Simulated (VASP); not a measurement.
# Pt (Fm-3m) in VASP: further runs, part 2 of 2

VASP 6.6.1.

### 3 Single point, PBE, non-collinear spin, zero start, spin-orbit coupling

File INCAR:

```
ALGO = Normal
EDIFF = 1E-6
ENCUT = 520
GGA = PE
GGA_COMPAT = F
ISIF = 2
ISMEAR = -1
LASPH = T
LCHARG = F
LMAXMIX = 4
LORBIT = 11
LORBMOM = T
LREAL = F
LSORBIT = T
LWAVE = F
MAGMOM = 0 0 0
NBANDS = 21
NELM = 150
PREC = Accurate
SIGMA = 0.05
```

File KPOINTS:

```
k-points
0
Gamma
  18 18 18
```

File POSCAR:

```
Pt
1.0
    0.0000000000      1.9864272805      1.9864272805
    1.9864272805      0.0000000000      1.9864272805
    1.9864272805      1.9864272805      0.0000000000
Pt
1
Direct
    0.0000000000      0.0000000000      0.0000000000
```

Potentials or basis: VASP PAW PBE potentials, release 64 (Pt).

Command:

```bash
$ cat potpaw_PBE.64/Pt/POTCAR > POTCAR
$ mpirun -np 1 vasp_ncl > vasp.out
```

OUTCAR:

```text
EDIFF = 1E-6
   ENCUT = 520
   GGA = PE
   ISIF = 2
   ISMEAR = -1
   LASPH = T
   LORBIT = 11
   LREAL = F
   LSORBIT = T
   NELM = 150
   PREC = Accurate

 ion  position               nearest neighbor table
   1  0.000  0.000  0.000-

  LATTYP: Found a face centered cubic cell.
 ALAT       =     3.9728545610

  Lattice vectors:

 A1 = (   0.0000000000,   1.9864272805,   1.9864272805)
 A2 = (   1.9864272805,   0.0000000000,   1.9864272805)
 A3 = (   1.9864272805,   1.9864272805,   0.0000000000)

Analysis of symmetry for initial positions (statically):
=====================================================================
 Subroutine PRICEL returns:
 Original cell was already a primitive cell.

 Routine SETGRP: Setting up the symmetry group for a
 face centered cubic supercell.

 Subroutine GETGRP returns: Found 48 space group operations
 (whereof 48 operations were pure point group operations)
 out of a pool of 48 trial point group operations.

The static configuration has the point symmetry O_h .

Analysis of symmetry for dynamics (positions and initial velocities):
=====================================================================
 Subroutine PRICEL returns:
 Original cell was already a primitive cell.

 Routine SETGRP: Setting up the symmetry group for a
 face centered cubic supercell.

 Subroutine GETGRP returns: Found 48 space group operations
 (whereof 48 operations were pure point group operations)
 out of a pool of 48 trial point group operations.

The dynamic configuration has the point symmetry O_h .

Analysis of structural, dynamic, and magnetic symmetry:
=====================================================================
 Subroutine PRICEL returns:
 Original cell was already a primitive cell.

 Routine SETGRP: Setting up the symmetry group for a
 face centered cubic supercell.

 Subroutine GETGRP returns: Found 48 space group operations
 (whereof 48 operations were pure point group operations)
 out of a pool of 48 trial point group operations.

The overall configuration has the point symmetry O_h .

 Subroutine INISYM returns: Found 48 space group operations
 (whereof 48 operations are pure point group operations),
 and found     1 'primitive' translations

----------------------------------------------------------------------------------------

                                     Primitive cell

  volume of cell :      15.6765

  direct lattice vectors                    reciprocal lattice vectors
     0.000000000  1.986427281  1.986427281    -0.251708182  0.251708182  0.251708182
     1.986427281  0.000000000  1.986427281     0.251708182 -0.251708182  0.251708182
     1.986427281  1.986427281  0.000000000     0.251708182  0.251708182 -0.251708182

  length of vectors
     2.809232401  2.809232401  2.809232401     0.435971360  0.435971360  0.435971360

  position of ions in fractional coordinates (direct lattice)
     0.000000000  0.000000000  0.000000000

  ion indices of the primitive-cell ions
   primitive index   ion index
                 1           1

----------------------------------------------------------------------------------------

 KPOINTS: k-points

Automatic generation of k-mesh.
 Grid dimensions read from file:
 generate k-points for:   18   18   18
[... 92 lines left out ...]
   IVDW    =     0    specifies the selected vdW correction
   LEPSILON=     F    determine dielectric tensor
   LRPA    =     F    only Hartree local field effects (RPA)
  energy-cutoff  :      520.00
  volume of cell :       15.68
 maximum number of plane-waves:       888
 NGX is ok and might be reduce to    24
   NGX = 11   NGY = 11   NGZ = 11

 number of electron      10.0000000 magnetization       0.0000000      0.0000000      0.0000000

 number of electron      10.0000002 magnetization      -0.0000000      0.0000000      0.0000000

 number of electron      10.0000002 magnetization       0.0000000     -0.0000000     -0.0000000

 Free energy of the ion-electron system (eV)
  ---------------------------------------------------
  ext. energy  EPLUGINS =         0.00000000
  ---------------------------------------------------
  free energy    TOTEN  =        -6.50144770 eV

  energy without entropy =       -6.48801177  energy(sigma->0) =       -6.49472973

 E-fermi :  10.6059     XC(G=0): -13.2625

 val. band max:       10.6022318508   @ k =   0.5000   0.1111   0.0000
 cond. band min:      10.6160730970   @ k =   0.4444   0.2222   0.0000
 fundamental gap:      0.0138412462
 Fermi energy:        10.6059172343

 k-point     1 :       0.0000    0.0000    0.0000
  band No.  band energies     occupation
      1       0.7497      1.00000
      2       0.7497      1.00000
      3       6.5122      1.00000
      4       6.5122      1.00000
      5       6.5122      1.00000
      6       6.5122      1.00000
[... 565 lines left out ...]
     20      32.7370      0.00000
     21      33.9357      0.00000

 [... further k-points ...]

------------------------ aborting loop because EDIFF is reached ----------------------------------------

  FORCE on cell =-STRESS in cart. coord.  units (eV):
  Direction    XX          YY          ZZ          XY          YZ          ZX
  --------------------------------------------------------------------------------------
  -------------------------------------------------------------------------------------
  Total       -0.0146379     -0.0146379     -0.0146379      0.0000000     -0.0000000     -0.0000000
  in kB       -1.4960295     -1.4960295     -1.4960295      0.0000000     -0.0000000     -0.0000000
  external PRESSURE =      -1.4960295 kB  Pullay stress =       0.0000000 kB

 VOLUME and BASIS-vectors are now :
 -----------------------------------------------------------------------------
  energy-cutoff  :      520.00
  volume of cell :       15.68
      direct lattice vectors                 reciprocal lattice vectors
     0.000000000  1.986427281  1.986427281    -0.251708182  0.251708182  0.251708182
     1.986427281  0.000000000  1.986427281     0.251708182 -0.251708182  0.251708182
     1.986427281  1.986427281  0.000000000     0.251708182  0.251708182 -0.251708182

 POSITION                                       TOTAL-FORCE (eV/Angst)
 -----------------------------------------------------------------------------------
      0.00000      0.00000      0.00000         0.000000      0.000000      0.000000
 -----------------------------------------------------------------------------------
    total drift:                               -0.000000      0.000000     -0.000000

  FREE ENERGIE OF THE ION-ELECTRON SYSTEM (eV)
  ---------------------------------------------------
  free  energy   TOTEN  =        -6.5014476962 eV

  energy  without entropy=       -6.4880117677  energy(sigma->0) =       -6.49472973

 orbital moment (x)

 # of ion     p       d       tot
 ----------------------------------------
  1        -0.000  -0.000  -0.000
 ----------------------------------------
           -0.000  -0.000  -0.000

 orbital moment (y)

 # of ion     p       d       tot
 ----------------------------------------
  1        -0.000   0.000   0.000
 ----------------------------------------
           -0.000   0.000   0.000

 orbital moment (z)

 # of ion     p       d       tot
 ----------------------------------------
  1         0.000   0.000   0.000
 ----------------------------------------
            0.000   0.000   0.000

 Spin-Orbit-Coupling matrix elements

 Ion:    1  E_soc:     -0.7876542
 l=   1
     0.0000000    -0.0316160    -0.0316160
    -0.0316160     0.0000000    -0.0316160
    -0.0316160    -0.0316160     0.0000000
 l=   2
     0.0000000    -0.0175769     0.0000000    -0.0175769    -0.0820828
    -0.0175769     0.0000000    -0.0615621    -0.0175769    -0.0205207
     0.0000000    -0.0615621     0.0000000    -0.0615621     0.0000000
    -0.0175769    -0.0175769    -0.0615621     0.0000000    -0.0205207
    -0.0820828    -0.0205207     0.0000000    -0.0205207     0.0000000
 l=   3
     0.0000000     0.0000000     0.0000000     0.0000000     0.0000000     0.0000000     0.0000000
     0.0000000     0.0000000     0.0000000     0.0000000     0.0000000     0.0000000     0.0000000
     0.0000000     0.0000000     0.0000000     0.0000000     0.0000000     0.0000000     0.0000000
     0.0000000     0.0000000     0.0000000     0.0000000     0.0000000     0.0000000     0.0000000
     0.0000000     0.0000000     0.0000000     0.0000000     0.0000000     0.0000000     0.0000000
     0.0000000     0.0000000     0.0000000     0.0000000     0.0000000     0.0000000     0.0000000
     0.0000000     0.0000000     0.0000000     0.0000000     0.0000000     0.0000000     0.0000000

 total charge

# of ion       s       p       d       tot
------------------------------------------
    1        0.622   0.583   7.997   9.201

 magnetization (x)

# of ion       s       p       d       tot
------------------------------------------
    1        0.000   0.000   0.000   0.000

 magnetization (y)

# of ion       s       p       d       tot
------------------------------------------
    1       -0.000   0.000   0.000  -0.000

 magnetization (z)

# of ion       s       p       d       tot
------------------------------------------
    1        0.000   0.000   0.000   0.000
```

OSZICAR:

```text
N       E                     dE             d eps       ncg     rms          rms(c)
DAV:   1     0.527805279892E+02    0.52781E+02   -0.49462E+03  8254   0.901E+02
DAV:   2    -0.562033151003E+01   -0.58401E+02   -0.54714E+02  9440   0.217E+02
DAV:   3    -0.687448369604E+01   -0.12542E+01   -0.12409E+01  9468   0.307E+01
DAV:   4    -0.688149752574E+01   -0.70138E-02   -0.70132E-02  9476   0.252E+00
DAV:   5    -0.688157553751E+01   -0.78012E-04   -0.78012E-04  9630   0.272E-01    0.131E+01
DAV:   6    -0.654160710616E+01    0.33997E+00   -0.41483E-01  8890   0.749E+00    0.722E+00
DAV:   7    -0.650486628459E+01    0.36741E-01   -0.68756E-02  9514   0.306E+00    0.293E+00
DAV:   8    -0.650167062691E+01    0.31957E-02   -0.29145E-03  9352   0.484E-01    0.123E+00
DAV:   9    -0.650145836478E+01    0.21226E-03   -0.44339E-04  9719   0.205E-01    0.166E-01
DAV:  10    -0.650144344826E+01    0.14917E-04   -0.17930E-05  9330   0.440E-02    0.161E-02
DAV:  11    -0.650144728404E+01   -0.38358E-05   -0.93078E-07  9044   0.929E-03    0.108E-02
DAV:  12    -0.650144769621E+01   -0.41217E-06   -0.91952E-08  4855   0.284E-03
   1 F= -.65014477E+01 E0= -.64947297E+01  d E =-.134359E-01  mag=    -0.0000     0.0000     0.0000
```

Run time: 45 s. Hardware: 1 thread of Intel Xeon 6975P-C (Granite Rapids), shared host; peak memory 0.26 GiB.

Results:

```
Free energy                                           : -6.5014 eV
Pressure                                              : -0.1 GPa
Net moment                                            : 0.00 μB per cell
Valence electrons inside the program's atomic spheres : Pt 9.20
```

Moments on the atoms (μB; x, y, z):
```
Pt  0.00 0.00 0.00
```
